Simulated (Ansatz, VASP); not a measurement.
# Two plane-wave programs on HfO2

File INCAR:

```
PREC = Accurate
ENCUT = 520
EDIFF = 1E-6
ISMEAR = 0
SIGMA = 0.05
LREAL = F
LASPH = T
NELM = 80
ALGO = Normal
ISIF = 2
LWAVE = F
LCHARG = F
GGA = PE
NBANDS = 18
```

File KPOINTS:

```
Automatic mesh
0
Gamma
  8 8 8
```

Contents of POSCAR:

```
HfO2
1.0
    0.0000000000      2.6508762353      2.5489194570
    2.4469626787      0.0000000000      2.5489194570
    2.4469626787      2.6508762353      0.0000000000
Hf O
1 2
Direct
    0.0000000000      0.0000000000      0.0000000000
    0.2500000000      0.2500000000      0.2500000000
    0.7500000000      0.7500000000      0.7500000000
```

Input for Ansatz:

```yaml
crystal:
  lattice:
    - [0.0, 2.6508762353, 2.548919457]
    - [2.4469626787, 0.0, 2.548919457]
    - [2.4469626787, 2.6508762353, 0.0]
  atoms:
    - { symbol: Hf, position: [0.0, 0.0, 0.0] }
    - { symbol: O, position: [0.25, 0.25, 0.25] }
    - { symbol: O, position: [0.75, 0.75, 0.75] }
basis:
  ecutwfc: 520.0
kpoints:
  mp_grid: { grid: [8, 8, 8] }
hamiltonian:
  xc: pbe
  pseudopotentials: { kind: paw, azcp: { folder: soft_1 } }
scf:
  occupations: { method: gaussian, width: 0.05 }
output:
  forces: true
  stress: true
  eigenvalues: true
```

Change from the starting cell: normal strain along x -0.0400, normal strain along y +0.0400.

Alike in both runs: task single point; functional PBE; k mesh 8 × 8 × 8; occupations gaussian, width 0.05 eV; no spin polarisation.

```csv
,VASP,Ansatz
version,VASP 6.6.1,Ansatz 0.2.0
potentials or method,"VASP PAW PBE potentials, release 64 (Hf_pv, O), cutoff 520 eV","scalar-relativistic, plane waves, PAW"
valence electrons in the cell,22,38
```

Ansatz gave:

- gap on the k mesh at the Fermi level (eV): 2.88
- least direct gap on the mesh (eV): 3.17
- pressure (GPa): 0.6
- traceless stress, the component that is largest in VASP (GPa): 18.22

Question: Estimate VASP's values.

Answer: gap on the k mesh at the Fermi level (eV): 2.86; least direct gap on the mesh (eV): 3.17; pressure (GPa): -3.1; traceless stress, the component that is largest in VASP (GPa): 18.53.

The functional is the same, so the differences come from potentials, cutoffs and numerics. VASP's potentials hold 22 valence electrons a cell and Ansatz's 38, so a difference there can come from the potentials and not from the codes.

Spin-orbit coupling is off throughout.
